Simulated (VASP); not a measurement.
Ru, 2 atoms in the cell. It takes space group P6_3/mmc (No. 194, hexagonal). Conventional cell: a = 2.706 Å, b = 2.706 Å, c = 4.282 Å, α = 90.00°, β = 90.00°, γ = 120.00°. Within 3.5 Å of Ru (site symmetry -6m2) lie 12 Ru at 2.65 to 2.71 Å. 

* Program: VASP 6.6.1
* Task: single point
* Functional: r2SCAN
* Potentials or basis: VASP PAW PBE potentials, release 64 (Ru_sv)
* Cutoff: 660 eV
* k mesh: 11 × 11 × 6
* Occupations: fermi-dirac, width 0.05 eV
* Spin: no spin polarisation
* Dipole correction: no
* Second run: valence_matched
* Further INCAR settings: ALGO = Normal; EDIFF = 1e-06; NBANDS = 23

Potentials or basis: VASP PAW PBE potentials, release 64 (Ru_sv).

Command:

```console
$ cat potpaw_PBE.64/Ru_sv/POTCAR > POTCAR
$ cp INCAR.step1 INCAR
$ mpirun -np 1 vasp_std > vasp.out
$ cp INCAR.step2 INCAR
$ mpirun -np 1 vasp_std > vasp.out
```

Hardware: 1 thread of AMD EPYC 9R14 (Zen 4) (shared host).

**Question.** How long does it take, and how much memory?

**Answer.** It took 2.3 min on 1 thread of AMD EPYC 9R14 (Zen 4), with other jobs on the host, peak memory 0.16 GiB. Counts: k points 64.
